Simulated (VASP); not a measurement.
Write the native input for VASP 6.6.1 that does the following.

```yaml
Task: single point
Functional: PBE
Dispersion: D3(BJ)
Potentials_or_basis: VASP PAW PBE potentials, release 64 (Ge_d)
Cutoff: 520 eV
k_mesh: 14 × 14 × 6
Occupations: gaussian, width 0.15 eV
Spin: no spin polarisation
Dipole_correction: no
Further_INCAR_settings: ALGO = Normal; EDIFF = 1e-07; NBANDS = 21
```

The structure of Ge lies in POSCAR:

```
Ge
1.0
    1.4493113422     -2.4142143482      0.0000000000
    1.4493113422      2.4142143482      0.0000000000
    0.0000000000      0.0000000000      5.3082226130
Ge
2
Direct
    0.5000093749      0.4999906251      0.2500000000
    0.4999906251      0.5000093749      0.7500000000
```

One way to write it, as run:

INCAR

```
SYSTEM = Ge
  ALGO = Normal
  EDIFF = 1E-7
  ENCUT = 520
  GGA = PE
  ISIF = 2
  ISMEAR = 0
  IVDW = 12
  LASPH = .True.
  LCHARG = .False.
  LREAL = .False.
  LWAVE = .False.
  NBANDS = 21
  NELM = 100
  PREC = Accurate
  SIGMA = 0.15
```

KPOINTS

```
k-points
0
Gamma
  14 14 6
  0 0 0
```

Potentials or basis: VASP PAW PBE potentials, release 64 (Ge_d).

Launch:

```sh
$ cat potpaw_PBE.64/Ge_d/POTCAR > POTCAR
$ mpirun -np 1 vasp_std > vasp.out
```

It gave:

The pressure is -0.1 GPa. The band gap on the k mesh is zero (bands 14 and 15 overlap by 9.10 eV). The dispersion energy per atom is -0.358 eV.

Wall time 96 s on 1 thread of Intel(R) Xeon(R) Platinum 8375C CPU @ 2.90GHz (Ice Lake) (shared host), peak memory 0.27 GiB.
